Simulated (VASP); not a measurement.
# MgO (P3m1) in VASP: notebook, part 2 of 2

VASP 6.6.1. The steps go on from the part before.

**5. Single point, PBE (atom 6 (O) moved by +0.000 Å along [1 0 0] and +0.440 Å along [0 0 1])**

INCAR reads:

```
SYSTEM = MgO
PREC = Accurate
ENCUT = 520
EDIFF = 1E-7
ISMEAR = 0
SIGMA = 0.05
LREAL = .False.
LASPH = .True.
NELM = 100
ALGO = Normal
ISIF = 2
LWAVE = .False.
LCHARG = .False.
GGA = PE
NBANDS = 26
```

KPOINTS reads:

```
regular mesh
0
Gamma
  9 9 2
  0 0 0
```

POSCAR reads:

```
MgO
1.0
    3.2803754002      0.0000000000      0.0000000000
   -1.6401877001      2.8408884305      0.0000000000
    0.0000000000      0.0000000000     10.5147056238
Mg O
4 4
Direct
    0.3333333333      0.6666666667      0.9694791811
    0.0000000000      0.0000000000      0.2208070585
    0.0000000000      0.0000000000      0.7208070585
    0.6666666667      0.3333333333      0.4694791811
    0.3333333333      0.6666666667      0.7800540723
    0.0000000000      0.0000000000      0.5715040230
    0.0000000000      0.0000000000      0.0296578681
    0.6666666667      0.3333333333      0.2800540723
```

Potentials or basis: VASP PAW PBE potentials, release 64 (Mg, O).

Command:

```sh
cat potpaw_PBE.64/Mg/POTCAR potpaw_PBE.64/O/POTCAR > POTCAR
mpirun -np 1 vasp_std > vasp.out
```

OUTCAR:

```text
SYSTEM = MgO
   PREC = Accurate
   ENCUT = 520
   EDIFF = 1E-7
   ISMEAR = 0
   LREAL = .False.
   LASPH = .True.
   NELM = 100
   ISIF = 2
   GGA = PE

 ion  position               nearest neighbor table
   1  0.333  0.667  0.969-   5 1.99   7 2.00   7 2.00   7 2.00   3 3.23   3 3.23   3 3.23   2 3.25
                             2 3.25   2 3.25
   2  0.000  0.000  0.221-   8 1.99   8 1.99   8 1.99   7 2.01   4 3.23   4 3.23   4 3.23   1 3.25
                             1 3.25   1 3.25
   3  0.000  0.000  0.721-   6 1.57   5 1.99   5 1.99   5 1.99   1 3.23   1 3.23   1 3.23   4 3.25
                             4 3.25   4 3.25
   4  0.667  0.333  0.469-   8 1.99   6 2.18   6 2.18   6 2.18   2 3.23   2 3.23   2 3.23   3 3.25
                             3 3.25   3 3.25
   5  0.333  0.667  0.780-   1 1.99   3 1.99   3 1.99   3 1.99
   6  0.000  0.000  0.572-   3 1.57   4 2.18   4 2.18   4 2.18
   7  0.000  0.000  0.030-   1 2.00   1 2.00   1 2.00   2 2.01
   8  0.667  0.333  0.280-   4 1.99   2 1.99   2 1.99   2 1.99

  LATTYP: Found a hexagonal cell.
 ALAT       =     3.2803754002
 C/A-ratio  =     3.2053360793

  Lattice vectors:

 A1 = (   3.2803754002,   0.0000000000,   0.0000000000)
 A2 = (  -1.6401877001,   2.8408884305,   0.0000000000)
 A3 = (   0.0000000000,   0.0000000000,  10.5147056238)

Analysis of symmetry for initial positions (statically):
=====================================================================
 Subroutine PRICEL returns:
 Original cell was already a primitive cell.

 Routine SETGRP: Setting up the symmetry group for a
 hexagonal supercell.

 Subroutine GETGRP returns: Found  6 space group operations
 (whereof  6 operations were pure point group operations)
 out of a pool of 24 trial point group operations.

The static configuration has the point symmetry C_3v.

Analysis of symmetry for dynamics (positions and initial velocities):
[... 146 lines left out ...]
   LORBIT       =      0    0 simple, 1 ext, 2 COOP (PROOUT), +10 PAW based schemes
   GGA     = PE    functional components
   LHFCALC =     F    Hartree Fock is set to
   AEXX    =    0.0000 exact exchange contribution
   IVDW    =     0    specifies the selected vdW correction
   LEPSILON=     F    determine dielectric tensor
   LRPA    =     F    only Hartree local field effects (RPA)
 non-spin polarized calculation
 Gauss-broadening in eV      SIGMA  =   0.05
  energy-cutoff  :      520.00
  volume of cell :       97.99
 maximum number of plane-waves:      2688
   NGX = 13   NGY = 13   NGZ = 39

 number of electron      32.0000023 magnetization

 Free energy of the ion-electron system (eV)
  ---------------------------------------------------
  ext. energy  EPLUGINS =         0.00000000
  ---------------------------------------------------
  free energy    TOTEN  =       -44.65040259 eV

  energy without entropy =      -44.65040259  energy(sigma->0) =      -44.65040259

 E-fermi :   2.0851     XC(G=0):  -9.5935

 val. band max:        1.8215833726   @ k =   0.0000   0.0000   0.0000
 cond. band min:       3.5146027847   @ k =   0.0000   0.0000   0.0000
 fundamental gap:      1.6930194122
 Fermi energy:         2.0850561331

 k-point     1 :       0.0000    0.0000    0.0000
  band No.  band energies     occupation
      1     -16.1121      2.00000
      2     -14.8537      2.00000
      3     -14.8076      2.00000
      4     -13.4617      2.00000
      5      -2.8618      2.00000
      6      -1.2741      2.00000
[... 685 lines left out ...]
     25      12.9722      0.00000
     26      13.0661      0.00000

------------------------ aborting loop because EDIFF is reached ----------------------------------------

  FORCE on cell =-STRESS in cart. coord.  units (eV):
  Direction    XX          YY          ZZ          XY          YZ          ZX
  --------------------------------------------------------------------------------------
  -------------------------------------------------------------------------------------
  Total       -0.8229367     -0.8229367     13.5011453      0.0000000      0.0000000      0.0000000
  in kB      -13.4555720    -13.4555720    220.7528661      0.0000000      0.0000000      0.0000000
  external PRESSURE =      64.6139073 kB  Pullay stress =       0.0000000 kB

 VOLUME and BASIS-vectors are now :
 -----------------------------------------------------------------------------
  energy-cutoff  :      520.00
  volume of cell :       97.99
      direct lattice vectors                 reciprocal lattice vectors
     3.280375400  0.000000000  0.000000000     0.304843159  0.176001280  0.000000000
    -1.640187700  2.840888431  0.000000000     0.000000000  0.352002560  0.000000000
     0.000000000  0.000000000 10.514705624     0.000000000  0.000000000  0.095104897

 POSITION                                       TOTAL-FORCE (eV/Angst)
 -----------------------------------------------------------------------------------
     -0.00000      1.89393     10.19379        -0.000000     -0.000000     -0.874710
      0.00000      0.00000      2.32172        -0.000000     -0.000000     -0.880482
      0.00000      0.00000      7.57907         0.000000     -0.000000     10.295669
      1.64019      0.94696      4.93644         0.000000      0.000000      2.570935
     -0.00000      1.89393      8.20204        -0.000000      0.000000      0.970085
      0.00000      0.00000      6.00920        -0.000000      0.000000    -13.811690
      0.00000      0.00000      0.31184        -0.000000      0.000000      0.887041
      1.64019      0.94696      2.94469         0.000000      0.000000      0.843151
 -----------------------------------------------------------------------------------
    total drift:                               -0.000001      0.000001     -0.000621

  FREE ENERGIE OF THE ION-ELECTRON SYSTEM (eV)
  ---------------------------------------------------
  free  energy   TOTEN  =       -44.6504025851 eV

  energy  without entropy=      -44.6504025851  energy(sigma->0) =      -44.65040259
```

OSZICAR:

```text
N       E                     dE             d eps       ncg     rms          rms(c)
DAV:   1     0.149345455264E+03    0.14935E+03   -0.14310E+04  1248   0.107E+03
DAV:   2    -0.424633334729E+02   -0.19181E+03   -0.18002E+03  1620   0.236E+02
DAV:   3    -0.542943646456E+02   -0.11831E+02   -0.11762E+02  1564   0.594E+01
DAV:   4    -0.543694679797E+02   -0.75103E-01   -0.75069E-01  1446   0.556E+00
DAV:   5    -0.543699315506E+02   -0.46357E-03   -0.46353E-03  1556   0.435E-01    0.172E+01
DAV:   6    -0.449462866541E+02    0.94236E+01   -0.34393E+01  1458   0.339E+01    0.591E+00
DAV:   7    -0.447591725586E+02    0.18711E+00   -0.68118E-01  1448   0.578E+00    0.333E+00
DAV:   8    -0.446552564280E+02    0.10392E+00   -0.30642E-01  1538   0.528E+00    0.496E-01
DAV:   9    -0.446540955183E+02    0.11609E-02   -0.44282E-02  1574   0.140E+00    0.350E-01
DAV:  10    -0.446522761308E+02    0.18194E-02   -0.15976E-02  1552   0.799E-01    0.278E-01
DAV:  11    -0.446506841803E+02    0.15920E-02   -0.26176E-03  1556   0.478E-01    0.967E-02
DAV:  12    -0.446504238436E+02    0.26034E-03   -0.10185E-03  1524   0.254E-01    0.338E-02
DAV:  13    -0.446504029562E+02    0.20887E-04   -0.16815E-04  1572   0.102E-01    0.158E-02
DAV:  14    -0.446504017456E+02    0.12107E-05   -0.26621E-05  1572   0.346E-02    0.872E-03
DAV:  15    -0.446504024411E+02   -0.69546E-06   -0.64963E-06  1544   0.210E-02    0.585E-03
DAV:  16    -0.446504026198E+02   -0.17872E-06   -0.18724E-06  1374   0.104E-02    0.195E-03
DAV:  17    -0.446504025851E+02    0.34627E-07   -0.37494E-07  1492   0.362E-03
   1 F= -.44650403E+02 E0= -.44650403E+02  d E =-.607660E-15
```

Run time: 31 s. Hardware: 1 thread of Intel Xeon 6975P-C (Granite Rapids), shared host; peak memory 0.22 GiB.

What came out:

```
Free energy            : -44.6504 eV
Pressure               : 6.5 GPa
Largest force          : 13.812 eV/Å
Band gap on the k mesh : 1.69 eV, direct
```

Forces in eV/Å, atoms in the order of the input:
```
Mg    0.000   0.000  -0.875
Mg    0.000   0.000  -0.880
Mg    0.000   0.000  10.296
Mg    0.000   0.000   2.571
O     0.000   0.000   0.970
O     0.000   0.000 -13.812
O     0.000   0.000   0.887
O     0.000   0.000   0.843
```

Caveat: the cell differs from its parent crystal (atom 6 (O) moved by +0.000 Å along [1 0 0] and +0.440 Å along [0 0 1]); forces of over 1 eV/Å act on the atoms, so gaps and moduli don't describe the material at rest. A k mesh can miss the band edges.
